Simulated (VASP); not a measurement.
**Mg8H: relaxation of cell and atoms with PBE**

Crystal: Mg8H.

```
Mg H
1.0
     6.43751    0.00000    0.00000
    -3.21875    5.57504    0.00000
     0.00000    0.00000    5.11770
Mg H
8 1
Direct
  0.16642 0.33283 0.25287
  0.16642 0.83358 0.25287
  0.66667 0.33333 0.24645
  0.66717 0.83358 0.25287
  0.33283 0.16642 0.74713
  0.33333 0.66667 0.75355
  0.83358 0.16642 0.74713
  0.83358 0.66717 0.74713
  0.00000 0.00000 0.00000
```

```json
{"Program": "VASP 6.6.1", "Task": "relaxation of cell and atoms", "Functional": "PBE", "Potentials or basis": "VASP PAW PBE potentials, release 64 (Mg, H)", "Cutoff": "600 eV", "k mesh": "6 × 6 × 6", "Occupations": "gaussian, width 0.1 eV", "Spin": "no spin polarisation", "Dipole correction": "no", "Further INCAR settings": "ALGO = Normal; EDIFF = 1e-06; IBRION = 2; EDIFFG = -0.025; NSW = 90; ISIF = 3"}
```

| Quantity | Value |
| --- | --- |
| Relaxed volume | 20.39 Å³/atom |
| Relaxed cell | a = 6.430 Å, b = 6.430 Å, c = 5.126 Å, α = 90.00°, β = 90.00°, γ = 120.00° |
| Space group after relaxing (to 0.05 Å) | P-3m1 (No. 164) |
| Energy gained by relaxing | 0.1 meV/atom |
| Ionic steps | 2 |
| Pressure after relaxing | 0.0 GPa |
| Largest force after relaxing | 0.025 eV/Å |

Forces on the atoms (eV/Å):
```
Mg   0.000  0.022 -0.012
Mg   0.019 -0.011 -0.012
Mg   0.000  0.000  0.000
Mg  -0.019 -0.011 -0.012
Mg   0.019  0.011  0.012
Mg   0.000  0.000  0.000
Mg  -0.019  0.011  0.012
Mg   0.000 -0.022  0.012
H    0.000  0.000  0.000
```

Stress tensor (GPa, compression positive):
```
-0.09  0.00  0.00
 0.00 -0.09  0.00
 0.00  0.00  0.14
```

Step by step:
| step | energy change (eV) | largest force (eV/Å) | pressure (GPa) | volume (Å³) |
| --- | --- | --- | --- | --- |
| 1 | 0.0000 | 0.0317 | -0.04 | 183.67 |
| 2 | -0.0009 | 0.0248 | -0.02 | 183.55 |

Final structure:
```cif
data_structure
_symmetry_space_group_name_H-M 'P 1'
_symmetry_Int_Tables_number 1
_cell_length_a 6.4304
_cell_length_b 6.4304
_cell_length_c 5.1255
_cell_angle_alpha 90.000
_cell_angle_beta 90.000
_cell_angle_gamma 120.000
_cell_volume 183.55
loop_
_atom_site_label
_atom_site_type_symbol
_atom_site_fract_x
_atom_site_fract_y
_atom_site_fract_z
_atom_site_occupancy
Mg1 Mg 0.16653 0.33307 0.25271 1
Mg2 Mg 0.16653 0.83347 0.25271 1
Mg3 Mg 0.66667 0.33333 0.24643 1
Mg4 Mg 0.66693 0.83347 0.25271 1
Mg5 Mg 0.33307 0.16653 0.74729 1
Mg6 Mg 0.33333 0.66667 0.75357 1
Mg7 Mg 0.83347 0.16653 0.74729 1
Mg8 Mg 0.83347 0.66693 0.74729 1
H1 H 0.00000 0.00000 0.00000 1
```

Levels at points of the mesh, in eV from the Fermi level:
| k point | band 5 | band 6 | band 7 | band 8 | band 9 | band 10 | band 11 | band 12 |
| --- | --- | --- | --- | --- | --- | --- | --- | --- |
| (0.00, 0.00, 0.00) | -2.21 | -2.21 | -2.20 | -1.78 | -1.20 | 1.13 | 2.49 | 2.49 |
| (0.50, 0.00, 0.00) | -1.87 | -0.53 | -0.15 | 0.03 | 0.39 | 0.81 | 0.89 | 1.08 |
| (0.00, 0.00, 0.50) | -1.26 | -1.23 | -1.17 | -1.17 | -0.80 | -0.60 | -0.60 | -0.56 |
| (0.50, 0.00, 0.50) | -2.84 | -2.13 | -2.06 | -2.03 | 0.82 | 2.08 | 2.14 | 2.20 |

It took 3.4 min on 1 thread of Intel Xeon 6975P-C, on a shared host, peak memory 0.41 GiB.

Caveat: the bands computed are all filled at some k points, so no gap is given.
